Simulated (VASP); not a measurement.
# LiCl in VASP: a series of runs, part 2 of 2

VASP 6.6.1. The steps go on from the part before.

## 3. Single point, r2SCAN (biaxial xy strain +1.4%)

POSCAR

```
LiCl
1.0
    0.0000000000      2.5910427516      2.5560252063
    2.5910427516      0.0000000000      2.5560252063
    2.5910427516      2.5910427516      0.0000000000
Li Cl
1 1
Direct
    0.0000000000      0.0000000000      0.0000000000
    0.5000000000      0.5000000000      0.5000000000
```

INCAR.step1

```
SYSTEM = LiCl
PREC     = Accurate       ! precision mode
ENCUT    = 520            ! plane-wave cutoff, eV
ISMEAR   = 0              ! smearing method
SIGMA    = 0.01           ! smearing width, eV
LREAL    = .FALSE.        ! projectors in reciprocal space
LASPH    = .TRUE.         ! aspherical terms in the spheres
NELM     = 80             ! most SCF steps
NBANDS   = 12             ! bands
GGA      = PE             ! functional
ALGO     = Normal         ! electronic algorithm
EDIFF    = 1E-4           ! SCF threshold, eV
LWAVE    = .TRUE.         ! write WAVECAR
LCHARG   = .FALSE.        ! write CHGCAR
```

INCAR.step2

```
SYSTEM = LiCl
PREC     = Accurate       ! precision mode
ENCUT    = 520            ! plane-wave cutoff, eV
EDIFF    = 1E-6           ! SCF threshold, eV
ISMEAR   = 0              ! smearing method
SIGMA    = 0.01           ! smearing width, eV
LREAL    = .FALSE.        ! projectors in reciprocal space
LASPH    = .TRUE.         ! aspherical terms in the spheres
NELM     = 80             ! most SCF steps
ALGO     = Normal         ! electronic algorithm
ISIF     = 2              ! what is computed and relaxed
LWAVE    = .FALSE.        ! write WAVECAR
LCHARG   = .FALSE.        ! write CHGCAR
METAGGA  = R2SCAN         ! meta-GGA
LMIXTAU  = .TRUE.       
NBANDS   = 12             ! bands
ISTART   = 1
```

KPOINTS

```
regular mesh
0
G
  8 8 8
  0 0 0
```

Potentials or basis: VASP PAW PBE potentials, release 64 (Li_sv, Cl).

The run is started by

```bash
$ cat potpaw_PBE.64/Li_sv/POTCAR potpaw_PBE.64/Cl/POTCAR > POTCAR
$ cp INCAR.step1 INCAR
$ mpirun -np 1 vasp_std > vasp.out
$ cp INCAR.step2 INCAR
$ mpirun -np 1 vasp_std > vasp.out
```

OUTCAR:

```text
SYSTEM = LiCl
   PREC = Accurate
   ENCUT = 520
   EDIFF = 1E-6
   ISMEAR = 0
   LREAL = .FALSE.
   LASPH = .TRUE.
   NELM = 80
   ISIF = 2
   METAGGA = R2SCAN
   ISTART = 1

 ion  position               nearest neighbor table
   1  0.000  0.000  0.000-   2 2.56   2 2.56   2 2.59   2 2.59   2 2.59   2 2.59
   2  0.500  0.500  0.500-   1 2.56   1 2.56   1 2.59   1 2.59   1 2.59   1 2.59

  LATTYP: Found a body centered tetragonal cell.
 ALAT       =     3.6642878000
 C/A-ratio  =     1.3951006830

  Lattice vectors:

 A1 = (   0.0000000000,  -2.5910427516,  -2.5560252063)
 A2 = (   0.0000000000,   2.5910427516,  -2.5560252063)
 A3 = (   2.5910427516,   0.0000000000,   2.5560252063)

Analysis of symmetry for initial positions (statically):
=====================================================================
 Subroutine PRICEL returns:
 Original cell was already a primitive cell.

 Routine SETGRP: Setting up the symmetry group for a
 body centered tetragonal supercell.

 Subroutine GETGRP returns: Found 16 space group operations
 (whereof 16 operations were pure point group operations)
 out of a pool of 16 trial point group operations.

The static configuration has the point symmetry D_4h.

Analysis of symmetry for dynamics (positions and initial velocities):
=====================================================================
 Subroutine PRICEL returns:
 Original cell was already a primitive cell.

 Routine SETGRP: Setting up the symmetry group for a
 body centered tetragonal supercell.

 Subroutine GETGRP returns: Found 16 space group operations
 (whereof 16 operations were pure point group operations)
 out of a pool of 16 trial point group operations.

The dynamic configuration has the point symmetry D_4h.

 Subroutine INISYM returns: Found 16 space group operations
 (whereof 16 operations are pure point group operations),
 and found     1 'primitive' translations

----------------------------------------------------------------------------------------

                                     Primitive cell

[... 114 lines left out ...]
   LORBIT       =      0    0 simple, 1 ext, 2 COOP (PROOUT), +10 PAW based schemes
   METAGGA = R2SCAN    functional components
   LHFCALC =     F    Hartree Fock is set to
   AEXX    =    0.0000 exact exchange contribution
   IVDW    =     0    specifies the selected vdW correction
   LEPSILON=     F    determine dielectric tensor
   LRPA    =     F    only Hartree local field effects (RPA)
 non-spin polarized calculation
 Gauss-broadening in eV      SIGMA  =   0.01
  energy-cutoff  :      520.00
  volume of cell :       34.32
 maximum number of plane-waves:       934
   NGX = 13   NGY = 13   NGZ = 13

 number of electron      10.0000009 magnetization

 Free energy of the ion-electron system (eV)
  ---------------------------------------------------
  ext. energy  EPLUGINS =         0.00000000
  ---------------------------------------------------
  free energy    TOTEN  =       -12.58248064 eV

  energy without entropy =      -12.58248064  energy(sigma->0) =      -12.58248064

 E-fermi :   0.1346     XC(G=0):  -9.0844

 val. band max:        0.0741158784   @ k =   0.0000   0.0000   0.0000
 cond. band min:       7.2506948364   @ k =   0.0000   0.0000   0.0000
 fundamental gap:      7.1765789580
 Fermi energy:         0.1345565335

 k-point     1 :       0.0000    0.0000    0.0000
  band No.  band energies     occupation
      1     -44.7810      2.00000
      2     -13.8621      2.00000
      3       0.0359      2.00000
      4       0.0741      2.00000
      5       0.0741      2.00000
      6       7.2507      0.00000
      7      12.6731      0.00000
      8      12.6731      0.00000
      9      12.7893      0.00000
     10      15.2936      0.00000
     11      15.5015      0.00000
     12      15.7130      0.00000
[... 331 lines left out ...]
 k-point    24 :       0.3750   -0.0000    0.1250
  band No.  band energies     occupation
      1     -44.7790      2.00000
      2     -13.4042      2.00000
      3      -2.0875      2.00000
      4      -0.4016      2.00000
      5      -0.3615      2.00000
      6       8.5136      0.00000
      7      10.4283      0.00000
      8      11.6004      0.00000
      9      11.9852      0.00000
     10      15.2230      0.00000
     11      17.1653      0.00000
     12      18.1233      0.00000

 [... further k-points ...]
[... 5 lines left out ...]
  --------------------------------------------------------------------------------------
  -------------------------------------------------------------------------------------
  Total       -0.3351113     -0.3351113     -0.2335763      0.0000000      0.0000000      0.0000000
  in kB      -15.6442716    -15.6442716    -10.9042323      0.0000000      0.0000000      0.0000000
  external PRESSURE =     -14.0642585 kB  Pullay stress =       0.0000000 kB

 VOLUME and BASIS-vectors are now :
 -----------------------------------------------------------------------------
  energy-cutoff  :      520.00
  volume of cell :       34.32
      direct lattice vectors                 reciprocal lattice vectors
     0.000000000  2.591042752  2.556025206    -0.192972501  0.192972501  0.195616224
     2.591042752  0.000000000  2.556025206     0.192972501 -0.192972501  0.195616224
     2.591042752  2.591042752  0.000000000     0.192972501  0.192972501 -0.195616224

 POSITION                                       TOTAL-FORCE (eV/Angst)
 -----------------------------------------------------------------------------------
      0.00000      0.00000      0.00000        -0.000000      0.000000      0.000000
      2.59104      2.59104      2.55603         0.000000     -0.000000      0.000000
 -----------------------------------------------------------------------------------
    total drift:                                0.000000      0.000000      0.000000

  FREE ENERGIE OF THE ION-ELECTRON SYSTEM (eV)
  ---------------------------------------------------
  free  energy   TOTEN  =       -12.5824806378 eV

  energy  without entropy=      -12.5824806378  energy(sigma->0) =      -12.58248064
```

OSZICAR.step1:

```text
N       E                     dE             d eps       ncg     rms          rms(c)
DAV:   1     0.409172567650E+02    0.40917E+02   -0.40311E+03  1416   0.762E+02
DAV:   2    -0.499245359458E+01   -0.45910E+02   -0.43931E+02  1824   0.146E+02
DAV:   3    -0.740039505912E+01   -0.24079E+01   -0.24016E+01  1888   0.340E+01
DAV:   4    -0.745158040377E+01   -0.51185E-01   -0.51171E-01  2012   0.511E+00
DAV:   5    -0.745218924574E+01   -0.60884E-03   -0.60883E-03  1872   0.488E-01    0.237E+00
DAV:   6    -0.737941936315E+01    0.72770E-01   -0.15745E-01  1832   0.185E+00    0.169E+00
DAV:   7    -0.738138481299E+01   -0.19654E-02   -0.50236E-02  2172   0.117E+00    0.924E-01
DAV:   8    -0.738572239120E+01   -0.43376E-02   -0.66046E-03  1644   0.559E-01    0.156E-01
DAV:   9    -0.738568169045E+01    0.40701E-04   -0.21884E-04  1800   0.103E-01
   1 F= -.73856817E+01 E0= -.73856817E+01  d E =-.569820E-59
```

Run time: 75 s. Hardware: 1 thread of Intel Xeon Platinum 8488C (Sapphire Rapids), shared host; peak memory 0.16 GiB.

What came out:

```yaml
Free_energy: -12.5825 eV
Band_gap_on_the_k_mesh: 7.18 eV, direct
```

Caveat: the cell differs from its parent crystal (biaxial xy strain +1.4%); the cutoff is under 1.25 times the usual one of these potentials, so pressure, stress and relaxed cells hold a basis-set (Pulay) error; the PAW data sets were made with another functional, which shifts forces and pressure a little. A k mesh can miss the band edges.

## 4. Single point, r2SCAN (uniaxial z strain +5.4%)

POSCAR

```
LiCl
1.0
    0.0000000000      2.5560252063      2.6945617725
    2.5560252063      0.0000000000      2.6945617725
    2.5560252063      2.5560252063      0.0000000000
Li Cl
1 1
Direct
    0.0000000000      0.0000000000      0.0000000000
    0.5000000000      0.5000000000      0.5000000000
```

INCAR.step1

```
SYSTEM = LiCl
ALGO = Normal
EDIFF = 1E-4
ENCUT = 520
GGA = PE
ISMEAR = 0
LASPH = .True.
LCHARG = .False.
LREAL = .False.
LWAVE = .True.
NBANDS = 12
NELM = 100
PREC = Accurate
SIGMA = 0.01
```

INCAR.step2

```
SYSTEM = LiCl
ALGO = Normal
EDIFF = 1E-6
ENCUT = 520
ISIF = 2
ISMEAR = 0
ISTART = 1
LASPH = .True.
LCHARG = .True.
LELF = .True.
LMIXTAU = .True.
LREAL = .False.
LVHAR = .True.
LWAVE = .False.
METAGGA = R2SCAN
NBANDS = 12
NELM = 100
PREC = Accurate
SIGMA = 0.01
```

KPOINTS

```
k-points
0
Gamma
  8 8 8
  0 0 0
```

The run is started by

```bash
$ cat potpaw_PBE.64/Li_sv/POTCAR potpaw_PBE.64/Cl/POTCAR > POTCAR
$ cp INCAR.step1 INCAR
$ mpirun -np 1 vasp_std > vasp.out
$ cp INCAR.step2 INCAR
$ mpirun -np 1 vasp_std > vasp.out
```

Run time: 76 s. Hardware: 1 thread of Intel Xeon Platinum 8488C (Sapphire Rapids), shared host; peak memory 0.17 GiB.

It converged, with:

```yaml
Free_energy: -12.5683 eV
Band_gap_on_the_k_mesh: 6.96 eV, direct
```

Levels at points of the mesh, in eV from the valence-band top:
```
           k point  band 1  band 2  band 3  band 4  band 5  band 6  band 7  band 8  band 9  band 10
(0.00, 0.00, 0.00)  -44.95  -13.91   -0.12   -0.12    0.00    6.96   12.27   12.72   12.72    14.79
(0.50, 0.00, 0.00)  -44.95  -13.38   -2.74   -0.39   -0.26    7.40   10.04   10.43   13.67    17.55
(0.50, 0.50, 0.00)  -44.95  -13.22   -2.81   -1.02   -1.02    8.71    9.08   12.64   15.29    15.29
(0.50, 0.00, 0.50)  -44.95  -13.13   -2.82   -1.34   -1.00    8.58    8.84   13.38   14.36    15.44
```

Caveat: the cell differs from its parent crystal (uniaxial z strain +5.4%); the cutoff is under 1.25 times the usual one of these potentials, so pressure, stress and relaxed cells hold a basis-set (Pulay) error; the PAW data sets were made with another functional, which shifts forces and pressure a little.

## 5. Single point, r2SCAN (shear xy strain +3.5%)

POSCAR

```
LiCl
1.0
    0.0443470373      2.5560252063      2.5560252063
    2.5560252063      0.0443470373      2.5560252063
    2.6003722436      2.6003722436      0.0000000000
Li Cl
1 1
Direct
    0.0000000000      0.0000000000      0.0000000000
    0.5000000000      0.5000000000      0.5000000000
```

INCAR.step1

```
  ALGO = Normal
  EDIFF = 1E-4
  ENCUT = 520
  GGA = PE
  ISMEAR = 0
  LASPH = T
  LCHARG = F
  LREAL = F
  LWAVE = T
  NBANDS = 12
  NELM = 80
  PREC = Accurate
  SIGMA = 0.01
```

INCAR.step2

```
  ALGO = Normal
  EDIFF = 1E-6
  ENCUT = 520
  ISIF = 2
  ISMEAR = 0
  ISTART = 1
  LASPH = T
  LCHARG = T
  LELF = T
  LMIXTAU = T
  LREAL = F
  LVHAR = T
  LWAVE = F
  METAGGA = R2SCAN
  NBANDS = 12
  NELM = 80
  PREC = Accurate
  SIGMA = 0.01
```

KPOINTS

```
k-points
0
Gamma
  8 8 8
```

The run is started by

```bash
$ cat potpaw_PBE.64/Li_sv/POTCAR potpaw_PBE.64/Cl/POTCAR > POTCAR
$ cp INCAR.step1 INCAR
$ mpirun -np 1 vasp_std > vasp.out
$ cp INCAR.step2 INCAR
$ mpirun -np 1 vasp_std > vasp.out
```

It took 2.2 min on 1 thread of Intel Xeon Platinum 8488C (Sapphire Rapids), shared host; peak memory 0.18 GiB.

It converged, with:

| Item | Value |
| --- | --- |
| Free energy | -12.5845 eV |
| Band gap on the k mesh | 7.24 eV, direct |

Levels at points of the mesh, in eV from the valence-band top:
| k point | band 2 | band 3 | band 4 | band 5 | band 6 | band 7 | band 8 | band 9 |
| --- | --- | --- | --- | --- | --- | --- | --- | --- |
| (0.00, 0.00, 0.00) | -14.13 | -0.22 | -0.12 | 0.00 | 7.24 | 12.27 | 12.57 | 12.86 |
| (0.50, 0.00, 0.00) | -13.51 | -2.98 | -0.48 | -0.41 | 7.34 | 9.97 | 10.20 | 14.36 |
| (0.50, 0.50, 0.00) | -13.28 | -3.10 | -1.41 | -1.09 | 8.54 | 8.95 | 13.55 | 15.32 |
| (0.00, 0.00, 0.50) | -13.57 | -3.02 | -0.38 | -0.29 | 7.52 | 10.22 | 10.46 | 14.05 |
| (0.50, 0.00, 0.50) | -13.28 | -3.10 | -1.26 | -1.25 | 8.68 | 8.80 | 13.51 | 15.39 |

Caveat: the cell differs from its parent crystal (shear xy strain +3.5%); the cutoff is under 1.25 times the usual one of these potentials, so pressure, stress and relaxed cells hold a basis-set (Pulay) error; the PAW data sets were made with another functional, which shifts forces and pressure a little.

## 6. Overview

| level | cell | smearing | gap on the mesh (eV) |
| --- | --- | --- | --- |
| PBE | a = 3.615, b = 3.615, c = 3.677 Å, angles 59.4, 59.4, 58.9°, 2 atoms | fermi-dirac 0.02 eV | 6.29 |
| r2SCAN | a = 3.640, b = 3.640, c = 3.664 Å, angles 59.8, 59.8, 60.4°, 2 atoms | gaussian 0.01 eV | 7.18 |
| r2SCAN | a = 3.714, b = 3.714, c = 3.615 Å, angles 60.9, 60.9, 58.2°, 2 atoms | gaussian 0.01 eV | 6.96 |
| r2SCAN | a = 3.615, b = 3.615, c = 3.677 Å, angles 59.4, 59.4, 58.9°, 2 atoms | gaussian 0.01 eV | 7.24 |

Alike in all rows: task single point; potentials or basis VASP PAW PBE potentials, release 64 (Li_sv, Cl); no spin polarisation; k mesh 8 × 8 × 8; cutoff (eV) 520.

Caveats: the cutoff is under 1.25 times the usual one of these potentials, so pressure, stress and relaxed cells hold a basis-set (Pulay) error; the PAW data sets were made with another functional, which shifts forces and pressure a little (some runs).

Absolute energies hang on the potentials; compare differences alone.
